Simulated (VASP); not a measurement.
# NaMgBr3 (Pm-3m) in VASP: settings compared

Aim: see how the results for NaMgBr3 move with the level of theory and the settings. Levels: PBE, r2SCAN. Tasks: single point.

Program: VASP 6.6.1. These are calculated values, not measurements. Logs are shortened: lines on timing, memory, paths and dates and some standing lists are left out, and cuts for length are marked.

## 1. The cell of the first run

It takes space group Pm-3m (No. 221, cubic). The conventional cell has a = 5.269 Å, b = 5.269 Å, c = 5.269 Å, α = 90.00°, β = 90.00°, γ = 90.00°. Within 4.9 Å of Na (site symmetry m-3m) lie 12 Br at 3.73 Å and 8 Mg at 4.56 Å. Mg (site symmetry m-3m) has 6 Br at 2.63 Å within 3.5 Å. Within 3.5 Å of Br (site symmetry 4/mmm) lie 2 Mg at 2.63 Å.

## 2. Single point, PBE

INCAR

```
SYSTEM = NaMgBr3
ALGO = Normal
EDIFF = 1E-7
ENCUT = 520
GGA = PE
ISIF = 2
ISMEAR = 0
LASPH = .True.
LCHARG = .False.
LREAL = .False.
LWAVE = .False.
NBANDS = 23
NELM = 60
PREC = Accurate
SIGMA = 0.01
```

KPOINTS

```
k-points
0
Gamma
  6 6 6
  0 0 0
```

POSCAR

```
NaMgBr3
1.0
    5.2688032125      0.0000000000      0.0000000000
    0.0000000000      5.2688032125      0.0000000000
    0.0000000000      0.0000000000      5.2688032125
Na Mg Br
1 1 3
Direct
    0.0000000000      0.0000000000      0.0000000000
    0.5000000000      0.5000000000      0.5000000000
    0.5000000000      0.5000000000      0.0000000000
    0.5000000000      0.0000000000      0.5000000000
    0.0000000000      0.5000000000      0.5000000000
```

Potentials or basis: VASP PAW PBE potentials, release 64 (Na_pv, Mg, Br).

On the command line:

```bash
> cat potpaw_PBE.64/Na_pv/POTCAR potpaw_PBE.64/Mg/POTCAR potpaw_PBE.64/Br/POTCAR > POTCAR
> mpirun -np 1 vasp_std > vasp.out
```

OUTCAR:

```text
SYSTEM = NaMgBr3
   EDIFF = 1E-7
   ENCUT = 520
   GGA = PE
   ISIF = 2
   ISMEAR = 0
   LASPH = .True.
   LREAL = .False.
   NELM = 60
   PREC = Accurate

 ion  position               nearest neighbor table
   1  0.000  0.000  0.000-
   2  0.500  0.500  0.500-   3 2.63   4 2.63   5 2.63   3 2.63   4 2.63   5 2.63
   3  0.500  0.500  0.000-   2 2.63   2 2.63
   4  0.500  0.000  0.500-   2 2.63   2 2.63
   5  0.000  0.500  0.500-   2 2.63   2 2.63

  LATTYP: Found a simple cubic cell.
 ALAT       =     5.2688032125

  Lattice vectors:

 A1 = (   5.2688032125,   0.0000000000,   0.0000000000)
 A2 = (   0.0000000000,   5.2688032125,   0.0000000000)
 A3 = (   0.0000000000,   0.0000000000,   5.2688032125)

Analysis of symmetry for initial positions (statically):
=====================================================================
 Subroutine PRICEL returns:
 Original cell was already a primitive cell.

 Routine SETGRP: Setting up the symmetry group for a
 simple cubic supercell.

 Subroutine GETGRP returns: Found 48 space group operations
 (whereof 48 operations were pure point group operations)
 out of a pool of 48 trial point group operations.

The static configuration has the point symmetry O_h .

Analysis of symmetry for dynamics (positions and initial velocities):
=====================================================================
 Subroutine PRICEL returns:
 Original cell was already a primitive cell.

 Routine SETGRP: Setting up the symmetry group for a
 simple cubic supercell.

 Subroutine GETGRP returns: Found 48 space group operations
 (whereof 48 operations were pure point group operations)
 out of a pool of 48 trial point group operations.

The dynamic configuration has the point symmetry O_h .

 Subroutine INISYM returns: Found 48 space group operations
 (whereof 48 operations are pure point group operations),
 and found     1 'primitive' translations

----------------------------------------------------------------------------------------

                                     Primitive cell

  volume of cell :     146.2635

  direct lattice vectors                    reciprocal lattice vectors
     5.268803212  0.000000000  0.000000000     0.189796422  0.000000000  0.000000000
     0.000000000  5.268803212  0.000000000     0.000000000  0.189796422  0.000000000
     0.000000000  0.000000000  5.268803212     0.000000000  0.000000000  0.189796422

  length of vectors
     5.268803212  5.268803212  5.268803212     0.189796422  0.189796422  0.189796422

  position of ions in fractional coordinates (direct lattice)
     0.000000000  0.000000000  0.000000000
     0.500000000  0.500000000  0.500000000
     0.500000000  0.500000000  0.000000000
     0.500000000  0.000000000  0.500000000
     0.000000000  0.500000000  0.500000000

  ion indices of the primitive-cell ions
   primitive index   ion index
                 1           1
                 2           2
                 3           3
                 4           4
                 5           5

----------------------------------------------------------------------------------------

 KPOINTS: k-points

Automatic generation of k-mesh.
 Grid dimensions read from file:
 generate k-points for:    6    6    6

 Generating k-lattice:

  Cartesian coordinates                     Fractional coordinates (reciprocal lattice)
     0.031632737  0.000000000  0.000000000     0.166666667  0.000000000  0.000000000
     0.000000000  0.031632737  0.000000000     0.000000000  0.166666667  0.000000000
     0.000000000  0.000000000  0.031632737     0.000000000  0.000000000  0.166666667

  Length of vectors
     0.031632737  0.031632737  0.031632737

  Shift w.r.t. Gamma in fractional coordinates (k-lattice)
     0.000000000  0.000000000  0.000000000

 Subroutine IBZKPT returns following result:
 ===========================================

 Found     20 irreducible k-points:

 Following reciprocal coordinates:
            Coordinates               Weight
  0.000000  0.000000  0.000000      1.000000
  0.166667  0.000000  0.000000      6.000000
  0.333333  0.000000  0.000000      6.000000
  0.500000  0.000000  0.000000      3.000000
  0.166667  0.166667  0.000000     12.000000
  0.333333  0.166667  0.000000     24.000000
[... 12 lines left out ...]
  0.500000  0.500000  0.333333      6.000000
  0.500000  0.500000  0.500000      1.000000
   k-points           NKPTS =     20   k-points in BZ     NKDIM =     20   number of bands    NBANDS=     23
   number of dos      NEDOS =    301   number of ions     NIONS =      5
   total plane-waves  NPLWV =  64000
   dimension x,y,z NGX =    40 NGY =   40 NGZ =   40
   dimension x,y,z NGXF=    80 NGYF=   80 NGZF=   80
   ions per type =               1   1   3
   NGX,Y,Z   is equivalent  to a cutoff of  12.62, 12.62, 12.62 a.u.
   NGXF,Y,Z  is equivalent  to a cutoff of  25.24, 25.24, 25.24 a.u.
 SYSTEM =  NaMgBr3
   PREC   = accura    normal or accurate (medium, high low for compatibility)
   ISTART =      0    job   : 0-new  1-cont  2-samecut
   ICHARG =      2    charge: 1-file 2-atom 10-const
   ISPIN  =      1    spin polarized calculation?
   LNONCOLLINEAR =      F non collinear calculations
   LSORBIT =      F    spin-orbit coupling
   LASPH  =      T    aspherical Exc in radial PAW
   ENCUT  =  520.0 eV  38.22 Ry    6.18 a.u.   9.80  9.80  9.80*2*pi/ulx,y,z
   NELM   =     60;   NELMIN=  2; NELMDL= -5     # of ELM steps
   EDIFF  = 0.1E-06   stopping-criterion for ELM
   LREAL  =      F    real-space projection
   EDIFFG = 0.1E-05   stopping-criterion for IOM
   NSW    =      0    number of steps for IOM
   IBRION =     -1    ionic relax: 0-MD 1-quasi-New 2-CG
   NFREE  =      0    steps in history (QN), initial steepest desc. (CG)
   ISIF   =      2    stress and relaxation
   ISYM   =      2    0-nonsym 1-usesym 2-fastsym
   POTIM  = 0.5000    time-step for ionic-motion
   TEBEG  =    0.0;   TEEND  =   0.0 temperature during run
   PSTRESS=    0.0 pullay stress
   NELECT =      30.0000    total number of electrons
   NUPDOWN=      -1.0000    fix difference up-down
   EMIN   =  10.00;   EMAX   =-10.00  energy-range for DOS
   EFERMI =   0.00;   METHOD = LEGACY
   ISMEAR =     0;   SIGMA  =   0.01  broadening in eV -4-tet -1-fermi 0-gaus
   EFERMI_NEDOS =   21; number of points for ismear=-14 and -15
   IALGO  =     38    algorithm
   IMIX   =      4    mixing-type and parameters
     AMIX     =   0.40;   BMIX     =  1.00
     AMIX_MAG =   1.60;   BMIX_MAG =  1.00
  volume/ion in A,a.u.               =      29.25       197.41
  Fermi-wavevector in a.u.,A,eV,Ry     =   0.965465  1.824465 12.682303  0.932123
  Thomas-Fermi vector in A             =   2.095184
   LORBIT       =      0    0 simple, 1 ext, 2 COOP (PROOUT), +10 PAW based schemes
   GGA     = PE    functional components
   LHFCALC =     F    Hartree Fock is set to
   AEXX    =    0.0000 exact exchange contribution
   IVDW    =     0    specifies the selected vdW correction
   LEPSILON=     F    determine dielectric tensor
   LRPA    =     F    only Hartree local field effects (RPA)
 non-spin polarized calculation
 Gauss-broadening in eV      SIGMA  =   0.01
  energy-cutoff  :      520.00
  volume of cell :      146.26
 maximum number of plane-waves:      3966
 NGX is ok and might be reduce to    40
   NGX = 19   NGY = 19   NGZ = 19

 number of electron      30.0000006 magnetization

 Free energy of the ion-electron system (eV)
  ---------------------------------------------------
  ext. energy  EPLUGINS =         0.00000000
  ---------------------------------------------------
  free energy    TOTEN  =       -14.60440581 eV

  energy without entropy =      -14.60440581  energy(sigma->0) =      -14.60440581

 E-fermi :   0.0624     XC(G=0):  -7.7832

 val. band max:        0.0109971148   @ k =   0.5000   0.5000   0.5000
 cond. band min:       2.8410063862   @ k =   0.0000   0.0000   0.0000
 fundamental gap:      2.8300092714
 Fermi energy:         0.0624068782

 k-point     1 :       0.0000    0.0000    0.0000
  band No.  band energies     occupation
      1     -23.4877      2.00000
      2     -23.4877      2.00000
      3     -23.4877      2.00000
      4     -13.8804      2.00000
      5     -13.0766      2.00000
      6     -13.0766      2.00000
[... 15 lines left out ...]
     22       7.0407      0.00000
     23       9.6078      0.00000

 k-point     2 :       0.1667    0.0000    0.0000
  band No.  band energies     occupation
      1     -23.4878      2.00000
      2     -23.4877      2.00000
      3     -23.4877      2.00000
      4     -13.8360      2.00000
      5     -13.1251      2.00000
      6     -13.0749      2.00000
[... 15 lines left out ...]
     22       7.4008      0.00000
     23       9.4327      0.00000

 k-point     3 :       0.3333    0.0000    0.0000
  band No.  band energies     occupation
      1     -23.4879      2.00000
      2     -23.4877      2.00000
      3     -23.4877      2.00000
      4     -13.7214      2.00000
      5     -13.2481      2.00000
      6     -13.0716      2.00000
[... 15 lines left out ...]
     22       8.3204      0.00000
     23       9.0936      0.00000
[... 391 lines left out ...]
 k-point    19 :       0.5000    0.5000    0.3333
  band No.  band energies     occupation
      1     -23.4879      2.00000
      2     -23.4879      2.00000
      3     -23.4879      2.00000
      4     -13.3307      2.00000
      5     -13.3233      2.00000
      6     -13.3233      2.00000
[... 15 lines left out ...]
     22       8.5370      0.00000
     23       9.0569      0.00000

 k-point    20 :       0.5000    0.5000    0.5000
  band No.  band energies     occupation
      1     -23.4879      2.00000
      2     -23.4879      2.00000
      3     -23.4879      2.00000
      4     -13.3208      2.00000
      5     -13.3208      2.00000
      6     -13.3208      2.00000
[... 15 lines left out ...]
     22       8.8977      0.00000
     23       9.8577      0.00000

------------------------ aborting loop because EDIFF is reached ----------------------------------------

  FORCE on cell =-STRESS in cart. coord.  units (eV):
  Direction    XX          YY          ZZ          XY          YZ          ZX
  --------------------------------------------------------------------------------------
  -------------------------------------------------------------------------------------
  Total        0.5639286      0.5639286      0.5639286     -0.0000000      0.0000000     -0.0000000
  in kB        6.1773015      6.1773015      6.1773015     -0.0000000      0.0000000     -0.0000000
  external PRESSURE =       6.1773015 kB  Pullay stress =       0.0000000 kB

 VOLUME and BASIS-vectors are now :
 -----------------------------------------------------------------------------
  energy-cutoff  :      520.00
  volume of cell :      146.26
      direct lattice vectors                 reciprocal lattice vectors
     5.268803212  0.000000000  0.000000000     0.189796422  0.000000000  0.000000000
     0.000000000  5.268803212  0.000000000     0.000000000  0.189796422  0.000000000
     0.000000000  0.000000000  5.268803212     0.000000000  0.000000000  0.189796422

 POSITION                                       TOTAL-FORCE (eV/Angst)
 -----------------------------------------------------------------------------------
      0.00000      0.00000      0.00000         0.000000      0.000000      0.000000
      2.63440      2.63440      2.63440         0.000000      0.000000      0.000000
      2.63440      2.63440      0.00000         0.000000      0.000000      0.000000
      2.63440      0.00000      2.63440         0.000000      0.000000      0.000000
      0.00000      2.63440      2.63440         0.000000      0.000000      0.000000
 -----------------------------------------------------------------------------------
    total drift:                                0.000000     -0.000000     -0.000000

  FREE ENERGIE OF THE ION-ELECTRON SYSTEM (eV)
  ---------------------------------------------------
  free  energy   TOTEN  =       -14.6044058149 eV

  energy  without entropy=      -14.6044058149  energy(sigma->0) =      -14.60440581
```

It took 69 s on 1 thread of Intel Xeon Platinum 8488C (Sapphire Rapids), shared host; peak memory 0.26 GiB.

Results:

```
Free energy            : -14.6044 eV
Pressure               : 0.6 GPa
Band gap on the k mesh : 2.83 eV (least direct gap 3.37 eV)
```

A k mesh can miss the band edges.

## 3. Single point, r2SCAN

POSCAR is that of step 2.

INCAR.step1

```
SYSTEM = NaMgBr3
PREC     = Accurate       ! precision mode
ENCUT    = 520            ! plane-wave cutoff, eV
ISMEAR   = 0              ! smearing method
SIGMA    = 0.01           ! smearing width, eV
LREAL    = .False.        ! projectors in reciprocal space
LASPH    = .True.         ! aspherical terms in the spheres
NELM     = 100            ! most SCF steps
NBANDS   = 23             ! bands
GGA      = PE             ! functional
ALGO     = Normal         ! electronic algorithm
EDIFF    = 1E-4           ! SCF threshold, eV
LWAVE    = .True.         ! write WAVECAR
LCHARG   = .False.        ! write CHGCAR
```

INCAR.step2

```
SYSTEM = NaMgBr3
PREC     = Accurate       ! precision mode
ENCUT    = 520            ! plane-wave cutoff, eV
EDIFF    = 1E-6           ! SCF threshold, eV
ISMEAR   = 0              ! smearing method
SIGMA    = 0.01           ! smearing width, eV
LREAL    = .False.        ! projectors in reciprocal space
LASPH    = .True.         ! aspherical terms in the spheres
NELM     = 100            ! most SCF steps
ALGO     = Normal         ! electronic algorithm
ISIF     = 2              ! what is computed and relaxed
LWAVE    = .False.        ! write WAVECAR
LCHARG   = .True.         ! write CHGCAR
METAGGA  = R2SCAN         ! meta-GGA
LMIXTAU  = .True.       
LELF     = .True.         ! ELF
LVHAR    = .True.       
NBANDS   = 23             ! bands
ISTART   = 1
```

KPOINTS

```
Automatic mesh
0
Gamma
  6 6 6
  0 0 0
```

Potentials or basis: VASP PAW PBE potentials, release 64 (Na_pv, Mg, Br).

On the command line:

```bash
> cat potpaw_PBE.64/Na_pv/POTCAR potpaw_PBE.64/Mg/POTCAR potpaw_PBE.64/Br/POTCAR > POTCAR
> cp INCAR.step1 INCAR
> mpirun -np 1 vasp_std > vasp.out
> cp INCAR.step2 INCAR
> mpirun -np 1 vasp_std > vasp.out
```

OUTCAR:

```text
SYSTEM = NaMgBr3
   PREC = Accurate
   ENCUT = 520
   EDIFF = 1E-6
   ISMEAR = 0
   LREAL = .False.
   LASPH = .True.
   NELM = 100
   ISIF = 2
   METAGGA = R2SCAN
   ISTART = 1

 ion  position               nearest neighbor table
   1  0.000  0.000  0.000-
   2  0.500  0.500  0.500-   3 2.63   4 2.63   5 2.63   3 2.63   4 2.63   5 2.63
   3  0.500  0.500  0.000-   2 2.63   2 2.63
   4  0.500  0.000  0.500-   2 2.63   2 2.63
   5  0.000  0.500  0.500-   2 2.63   2 2.63

  LATTYP: Found a simple cubic cell.
 ALAT       =     5.2688032125

  Lattice vectors:

 A1 = (   5.2688032125,   0.0000000000,   0.0000000000)
 A2 = (   0.0000000000,   5.2688032125,   0.0000000000)
 A3 = (   0.0000000000,   0.0000000000,   5.2688032125)

Analysis of symmetry for initial positions (statically):
=====================================================================
 Subroutine PRICEL returns:
 Original cell was already a primitive cell.

 Routine SETGRP: Setting up the symmetry group for a
 simple cubic supercell.

 Subroutine GETGRP returns: Found 48 space group operations
[... 168 lines left out ...]

 val. band max:       -0.3578010970   @ k =   0.5000   0.5000   0.5000
 cond. band min:       3.2722337684   @ k =   0.0000   0.0000   0.0000
 fundamental gap:      3.6300348655
 Fermi energy:        -0.3016540646

 k-point     1 :       0.0000    0.0000    0.0000
  band No.  band energies     occupation
      1     -24.5543      2.00000
      2     -24.5543      2.00000
      3     -24.5543      2.00000
      4     -14.7324      2.00000
      5     -13.8950      2.00000
      6     -13.8950      2.00000
[... 509 lines left out ...]
     22       9.2789      0.00000
     23      10.1461      0.00000

------------------------ aborting loop because EDIFF is reached ----------------------------------------

  FORCE on cell =-STRESS in cart. coord.  units (eV):
  Direction    XX          YY          ZZ          XY          YZ          ZX
  --------------------------------------------------------------------------------------
  -------------------------------------------------------------------------------------
  Total       -0.1342375     -0.1342375     -0.1342375      0.0000000      0.0000000     -0.0000000
  in kB       -1.4704438     -1.4704438     -1.4704438      0.0000000      0.0000000     -0.0000000
  external PRESSURE =      -1.4704438 kB  Pullay stress =       0.0000000 kB

 VOLUME and BASIS-vectors are now :
 -----------------------------------------------------------------------------
  energy-cutoff  :      520.00
  volume of cell :      146.26
      direct lattice vectors                 reciprocal lattice vectors
     5.268803212  0.000000000  0.000000000     0.189796422  0.000000000  0.000000000
     0.000000000  5.268803212  0.000000000     0.000000000  0.189796422  0.000000000
     0.000000000  0.000000000  5.268803212     0.000000000  0.000000000  0.189796422

 POSITION                                       TOTAL-FORCE (eV/Angst)
 -----------------------------------------------------------------------------------
      0.00000      0.00000      0.00000         0.000000      0.000000      0.000000
      2.63440      2.63440      2.63440         0.000000      0.000000      0.000000
      2.63440      2.63440      0.00000         0.000000      0.000000      0.000000
      2.63440      0.00000      2.63440         0.000000      0.000000      0.000000
      0.00000      2.63440      2.63440         0.000000      0.000000      0.000000
 -----------------------------------------------------------------------------------
    total drift:                                0.000000     -0.000000     -0.000000

  FREE ENERGIE OF THE ION-ELECTRON SYSTEM (eV)
  ---------------------------------------------------
  free  energy   TOTEN  =       -55.3966597555 eV

  energy  without entropy=      -55.3966597555  energy(sigma->0) =      -55.39665976
```

It took 3.5 min on 1 thread of Intel Xeon Platinum 8488C (Sapphire Rapids), shared host; peak memory 0.29 GiB.

Results:

* Free energy: -55.3967 eV
* Pressure: -0.1 GPa
* Band gap on the k mesh: 3.63 eV (least direct gap 4.19 eV)

Levels at points of the mesh, in eV from the valence-band top:
| k point | band 12 | band 13 | band 14 | band 15 | band 16 | band 17 | band 18 | band 19 |
| --- | --- | --- | --- | --- | --- | --- | --- | --- |
| (0.00, 0.00, 0.00) | -0.85 | -0.56 | -0.56 | -0.56 | 3.63 | 3.90 | 7.57 | 7.57 |
| (0.50, 0.00, 0.00) | -1.33 | -1.08 | -0.66 | -0.66 | 5.85 | 5.85 | 6.21 | 8.22 |
| (0.50, 0.50, 0.00) | -1.30 | -1.30 | -1.19 | -0.01 | 6.13 | 7.51 | 7.67 | 7.67 |
| (0.50, 0.50, 0.50) | -1.18 | 0.00 | 0.00 | 0.00 | 4.59 | 6.66 | 6.66 | 6.66 |

Caveat: the PAW data sets were made with another functional, which shifts forces and pressure a little. A k mesh can miss the band edges.
